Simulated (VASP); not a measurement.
# BaF2 (Fm-3m) in VASP: single point with r2SCAN

Aim: the single point of BaF2 with r2SCAN.

Everything below comes from runs of VASP 6.6.1. Logs are shortened: lines on timing, memory, paths and dates and some standing lists are left out, and cuts for length are marked.

### 1 The cell of the first run

It takes space group Fm-3m (No. 225, cubic). Conventional cell: a = 6.230 Å, b = 6.230 Å, c = 6.230 Å, α = 90.00°, β = 90.00°, γ = 90.00°. Within 3.6 Å of Ba (site symmetry m-3m) lie 8 F at 2.70 Å. Within 3.6 Å of F (site symmetry -43m) lie 4 Ba at 2.70 Å and 6 F at 3.11 Å.

### 2 Single point, r2SCAN

POSCAR reads:

```
BaF2
1.0
    0.0000000000      3.1147590000      3.1147590000
    3.1147590000      0.0000000000      3.1147590000
    3.1147590000      3.1147590000      0.0000000000
Ba F
1 2
Direct
    0.0000000000      0.0000000000      0.0000000000
    0.2500000000      0.2500000000      0.2500000000
    0.7500000000      0.7500000000      0.7500000000
```

INCAR.step1 reads:

```
  PREC = Accurate
  ENCUT = 660
  ISMEAR = -1
  SIGMA = 0.0184
  LREAL = F
  LASPH = T
  NELM = 120
  NBANDS = 19
  GGA = PE
  ALGO = Normal
  EDIFF = 1E-5
  LWAVE = T
  LCHARG = F
  GGA_COMPAT = F
```

INCAR.step2 reads:

```
  PREC = Accurate
  ENCUT = 660
  EDIFF = 1E-6
  ISMEAR = -1
  SIGMA = 0.0184
  LREAL = F
  LASPH = T
  NELM = 120
  ALGO = Normal
  ISIF = 2
  LWAVE = F
  LCHARG = F
  METAGGA = R2SCAN
  LMIXTAU = T
  NBANDS = 19
  ISTART = 1
  GGA_COMPAT = F
```

KPOINTS reads:

```
regular mesh
0
Gamma
  7 7 7
```

Potentials or basis: VASP PAW PBE potentials, release 64 (Ba_sv, F).

On the command line:

```
> cat potpaw_PBE.64/Ba_sv/POTCAR potpaw_PBE.64/F/POTCAR > POTCAR
> cp INCAR.step1 INCAR
> mpirun -np 1 vasp_std > vasp.out
> cp INCAR.step2 INCAR
> mpirun -np 1 vasp_std > vasp.out
```

OUTCAR:

```text
PREC = Accurate
   ENCUT = 660
   EDIFF = 1E-6
   ISMEAR = -1
   LREAL = F
   LASPH = T
   NELM = 120
   ISIF = 2
   METAGGA = R2SCAN
   ISTART = 1

 ion  position               nearest neighbor table
   1  0.000  0.000  0.000-   3 2.70   3 2.70   3 2.70   2 2.70   3 2.70   2 2.70   2 2.70   2 2.70

   2  0.250  0.250  0.250-   1 2.70   1 2.70   1 2.70   1 2.70
   3  0.750  0.750  0.750-   1 2.70   1 2.70   1 2.70   1 2.70

  LATTYP: Found a face centered cubic cell.
 ALAT       =     6.2295180000

  Lattice vectors:

 A1 = (   0.0000000000,   3.1147590000,   3.1147590000)
 A2 = (   3.1147590000,   0.0000000000,   3.1147590000)
 A3 = (   3.1147590000,   3.1147590000,   0.0000000000)

Analysis of symmetry for initial positions (statically):
=====================================================================
 Subroutine PRICEL returns:
 Original cell was already a primitive cell.

 Routine SETGRP: Setting up the symmetry group for a
 face centered cubic supercell.

 Subroutine GETGRP returns: Found 48 space group operations
 (whereof 48 operations were pure point group operations)
 out of a pool of 48 trial point group operations.

The static configuration has the point symmetry O_h .

Analysis of symmetry for dynamics (positions and initial velocities):
=====================================================================
 Subroutine PRICEL returns:
 Original cell was already a primitive cell.

 Routine SETGRP: Setting up the symmetry group for a
 face centered cubic supercell.

 Subroutine GETGRP returns: Found 48 space group operations
 (whereof 48 operations were pure point group operations)
 out of a pool of 48 trial point group operations.

The dynamic configuration has the point symmetry O_h .

 Subroutine INISYM returns: Found 48 space group operations
 (whereof 48 operations are pure point group operations),
 and found     1 'primitive' translations

----------------------------------------------------------------------------------------

                                     Primitive cell

  volume of cell :      60.4371

  direct lattice vectors                    reciprocal lattice vectors
     0.000000000  3.114759000  3.114759000    -0.160526063  0.160526063  0.160526063
     3.114759000  0.000000000  3.114759000     0.160526063 -0.160526063  0.160526063
     3.114759000  3.114759000  0.000000000     0.160526063  0.160526063 -0.160526063

  length of vectors
     4.404934421  4.404934421  4.404934421     0.278039297  0.278039297  0.278039297

  position of ions in fractional coordinates (direct lattice)
     0.000000000  0.000000000  0.000000000
     0.250000000  0.250000000  0.250000000
     0.750000000  0.750000000  0.750000000

  ion indices of the primitive-cell ions
   primitive index   ion index
                 1           1
                 2           2
                 3           3

----------------------------------------------------------------------------------------

 KPOINTS: regular mesh

Automatic generation of k-mesh.
 Grid dimensions read from file:
 generate k-points for:    7    7    7

 Generating k-lattice:

  Cartesian coordinates                     Fractional coordinates (reciprocal lattice)
    -0.022932295  0.022932295  0.022932295     0.142857143  0.000000000  0.000000000
     0.022932295 -0.022932295  0.022932295     0.000000000  0.142857143  0.000000000
     0.022932295  0.022932295 -0.022932295     0.000000000  0.000000000  0.142857143

  Length of vectors
     0.039719900  0.039719900  0.039719900

  Shift w.r.t. Gamma in fractional coordinates (k-lattice)
     0.000000000  0.000000000  0.000000000

 Subroutine IBZKPT returns following result:
 ===========================================

 Found     20 irreducible k-points:

 Following reciprocal coordinates:
            Coordinates               Weight
  0.000000  0.000000  0.000000      1.000000
  0.142857  0.000000  0.000000      8.000000
  0.285714  0.000000  0.000000      8.000000
  0.428571  0.000000  0.000000      8.000000
  0.142857  0.142857  0.000000      6.000000
  0.285714  0.142857  0.000000     24.000000
[... 12 lines left out ...]
 -0.428571  0.428571  0.142857     24.000000
 -0.285714  0.428571  0.142857     24.000000
   k-points           NKPTS =     20   k-points in BZ     NKDIM =     20   number of bands    NBANDS=     19
   number of dos      NEDOS =    301   number of ions     NIONS =      3
   total plane-waves  NPLWV =  64000
   dimension x,y,z NGX =    40 NGY =   40 NGZ =   40
   dimension x,y,z NGXF=    80 NGYF=   80 NGZF=   80
   ions per type =               1   2
   NGX,Y,Z   is equivalent  to a cutoff of  15.10, 15.10, 15.10 a.u.
   NGXF,Y,Z  is equivalent  to a cutoff of  30.19, 30.19, 30.19 a.u.
 SYSTEM =  unknown system
   PREC   = accura    normal or accurate (medium, high low for compatibility)
   ISTART =      1    job   : 0-new  1-cont  2-samecut
   ICHARG =      0    charge: 1-file 2-atom 10-const
   ISPIN  =      1    spin polarized calculation?
   LNONCOLLINEAR =      F non collinear calculations
   LSORBIT =      F    spin-orbit coupling
   LASPH  =      T    aspherical Exc in radial PAW
   ENCUT  =  660.0 eV  48.51 Ry    6.96 a.u.   9.23  9.23  9.23*2*pi/ulx,y,z
   NELM   =    120;   NELMIN=  2; NELMDL=  0     # of ELM steps
   EDIFF  = 0.1E-05   stopping-criterion for ELM
   LREAL  =      F    real-space projection
   EDIFFG = 0.1E-04   stopping-criterion for IOM
   NSW    =      0    number of steps for IOM
   IBRION =     -1    ionic relax: 0-MD 1-quasi-New 2-CG
   NFREE  =      0    steps in history (QN), initial steepest desc. (CG)
   ISIF   =      2    stress and relaxation
   ISYM   =      2    0-nonsym 1-usesym 2-fastsym
   POTIM  = 0.5000    time-step for ionic-motion
   TEBEG  =    0.0;   TEEND  =   0.0 temperature during run
   PSTRESS=    0.0 pullay stress
   NELECT =      24.0000    total number of electrons
   NUPDOWN=      -1.0000    fix difference up-down
   EMIN   =  10.00;   EMAX   =-10.00  energy-range for DOS
   EFERMI =   0.00;   METHOD = LEGACY
   ISMEAR =    -1;   SIGMA  =   0.02  broadening in eV -4-tet -1-fermi 0-gaus
   EFERMI_NEDOS =   21; number of points for ismear=-14 and -15
   IALGO  =     38    algorithm
   IMIX   =      4    mixing-type and parameters
     AMIX     =   0.40;   BMIX     =  1.00
     AMIX_MAG =   1.60;   BMIX_MAG =  1.00
  volume/ion in A,a.u.               =      20.15       135.95
  Fermi-wavevector in a.u.,A,eV,Ry     =   1.203310  2.273926 19.700618  1.447955
  Thomas-Fermi vector in A             =   2.339067
   LORBIT       =      0    0 simple, 1 ext, 2 COOP (PROOUT), +10 PAW based schemes
   METAGGA = R2SCAN    functional components
   LHFCALC =     F    Hartree Fock is set to
   AEXX    =    0.0000 exact exchange contribution
   IVDW    =     0    specifies the selected vdW correction
   LEPSILON=     F    determine dielectric tensor
   LRPA    =     F    only Hartree local field effects (RPA)
 non-spin polarized calculation
  energy-cutoff  :      660.00
  volume of cell :       60.44
 maximum number of plane-waves:      2341
 NGX is ok and might be reduce to    40
   NGX = 19   NGY = 19   NGZ = 19

 number of electron      23.9999999 magnetization

 Free energy of the ion-electron system (eV)
  ---------------------------------------------------
  ext. energy  EPLUGINS =         0.00000000
  ---------------------------------------------------
  free energy    TOTEN  =       -45.07177465 eV

  energy without entropy =      -45.07177465  energy(sigma->0) =      -45.07177465

 E-fermi :  -2.2008     XC(G=0):  -9.1708

 val. band max:       -2.6684795540   @ k =   0.4286   0.2857   0.1429
 cond. band min:       4.6237417989   @ k =   0.0000   0.0000   0.0000
 fundamental gap:      7.2922213530
 Fermi energy:        -2.2008203039

 k-point     1 :       0.0000    0.0000    0.0000
  band No.  band energies     occupation
      1     -26.3229      2.00000
      2     -22.7140      2.00000
      3     -22.6055      2.00000
      4     -10.6957      2.00000
      5     -10.6957      2.00000
      6     -10.6957      2.00000
[... 11 lines left out ...]
     18       9.4988      0.00000
     19      13.4327      0.00000

 k-point     2 :       0.1429    0.0000    0.0000
  band No.  band energies     occupation
      1     -26.2808      2.00000
      2     -22.7322      2.00000
      3     -22.6554      2.00000
      4     -10.7311      2.00000
      5     -10.7255      2.00000
      6     -10.7255      2.00000
[... 11 lines left out ...]
     18       9.5190      0.00000
     19      12.5706      0.00000

 k-point     3 :       0.2857    0.0000    0.0000
  band No.  band energies     occupation
      1     -26.1811      2.00000
      2     -22.8126      2.00000
      3     -22.7334      2.00000
      4     -10.8020      2.00000
      5     -10.7904      2.00000
      6     -10.7904      2.00000
[... 11 lines left out ...]
     18       9.5912      0.00000
     19      11.6090      0.00000

 k-point     4 :       0.4286    0.0000    0.0000
  band No.  band energies     occupation
      1     -26.0952      2.00000
      2     -22.9160      2.00000
      3     -22.7633      2.00000
      4     -10.8513      2.00000
      5     -10.8406      2.00000
      6     -10.8406      2.00000
[... 319 lines left out ...]
     18      10.6677      0.00000
     19      12.2134      0.00000

 k-point    19 :      -0.4286    0.4286    0.1429
  band No.  band energies     occupation
      1     -26.0101      2.00000
      2     -22.9529      2.00000
      3     -22.8551      2.00000
      4     -11.0611      2.00000
      5     -10.9625      2.00000
      6     -10.6550      2.00000
[... 11 lines left out ...]
     18      11.3293      0.00000
     19      12.8300      0.00000

 k-point    20 :      -0.2857    0.4286    0.1429
  band No.  band energies     occupation
      1     -26.0023      2.00000
      2     -22.9273      2.00000
      3     -22.8932      2.00000
      4     -11.0625      2.00000
      5     -10.8730      2.00000
      6     -10.7594      2.00000
[... 11 lines left out ...]
     18      11.9197      0.00000
     19      12.8643      0.00000

------------------------ aborting loop because EDIFF is reached ----------------------------------------

  FORCE on cell =-STRESS in cart. coord.  units (eV):
  Direction    XX          YY          ZZ          XY          YZ          ZX
  --------------------------------------------------------------------------------------
  -------------------------------------------------------------------------------------
  Total       -0.0634928     -0.0634928     -0.0634928      0.0000000     -0.0000000     -0.0000000
  in kB       -1.6831839     -1.6831839     -1.6831839      0.0000000     -0.0000000     -0.0000000
  external PRESSURE =      -1.6831839 kB  Pullay stress =       0.0000000 kB

 VOLUME and BASIS-vectors are now :
 -----------------------------------------------------------------------------
  energy-cutoff  :      660.00
  volume of cell :       60.44
      direct lattice vectors                 reciprocal lattice vectors
     0.000000000  3.114759000  3.114759000    -0.160526063  0.160526063  0.160526063
     3.114759000  0.000000000  3.114759000     0.160526063 -0.160526063  0.160526063
     3.114759000  3.114759000  0.000000000     0.160526063  0.160526063 -0.160526063

 POSITION                                       TOTAL-FORCE (eV/Angst)
 -----------------------------------------------------------------------------------
      0.00000      0.00000      0.00000        -0.000000     -0.000000     -0.000000
      1.55738      1.55738      1.55738        -0.000000      0.000000     -0.000000
      4.67214      4.67214      4.67214         0.000000     -0.000000      0.000000
 -----------------------------------------------------------------------------------
    total drift:                                0.000000     -0.000000      0.000000

  FREE ENERGIE OF THE ION-ELECTRON SYSTEM (eV)
  ---------------------------------------------------
  free  energy   TOTEN  =       -45.0717746531 eV

  energy  without entropy=      -45.0717746531  energy(sigma->0) =      -45.07177465
```

It took 5.3 min on 1 thread of AMD EPYC 7R43 (Zen 3), shared host; peak memory 0.23 GiB.

What came out:

| Property | Result |
| --- | --- |
| Free energy | -45.0718 eV |
| Pressure | -0.2 GPa |
| Band gap on the k mesh | 7.29 eV, indirect (least direct gap 7.35 eV) |

Caveat: the PAW data sets were made with another functional, which shifts forces and pressure a little; spin-orbit coupling is left out, which moves the levels of the heavy elements. r2SCAN opens gaps a little over a GGA but as a rule still falls short of measured ones.
